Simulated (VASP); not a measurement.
Set up this calculation in VASP 6.6.1, as the native input.

```
Task                   : single point
Functional             : LDA
Potentials or basis    : VASP PAW LDA potentials, release 64 (Si)
Cutoff                 : 520 eV
k mesh                 : 11 × 11 × 11
Occupations            : fermi-dirac, width 0.05 eV
Spin                   : no spin polarisation
Dipole correction      : no
Further INCAR settings : ALGO = Normal; EDIFF = 1e-06; NBANDS = 11
```

The structure of Si lies in POSCAR:

```
Si
1.0
    0.0000000000      2.7009645354      2.7009645354
    2.7009645354      0.0000000000      2.7009645354
    2.7009645354      2.7009645354      0.0000000000
Si
2
Direct
    0.5000000000      0.5000000000      0.5000000000
    0.7500000000      0.7500000000      0.7500000000
```

These files were run (other wordings do the same):

INCAR

```
PREC = Accurate ; ENCUT = 520
EDIFF = 1E-6 ; ISMEAR = -1
SIGMA = 0.05 ; LREAL = False
LASPH = True ; NELM = 80
ALGO = Normal ; ISIF = 2
LWAVE = False ; LCHARG = False
GGA = CA ; NBANDS = 11
```

KPOINTS

```
Automatic mesh
0
Gamma
  11 11 11
```

Potentials or basis: VASP PAW LDA potentials, release 64 (Si).

Launch:

```bash
$ cat potpaw_LDA.64/Si/POTCAR > POTCAR
$ mpirun -np 1 vasp_std > vasp.out
```

It gave:

```json
{
  "Pressure": "0.0 GPa",
  "Band gap on the k mesh": "0.46 eV, indirect (least direct gap 2.53 eV)"
}
```

Wall time 28 s on 1 thread of Intel Xeon 8259CL (shared host), peak memory 0.14 GiB.
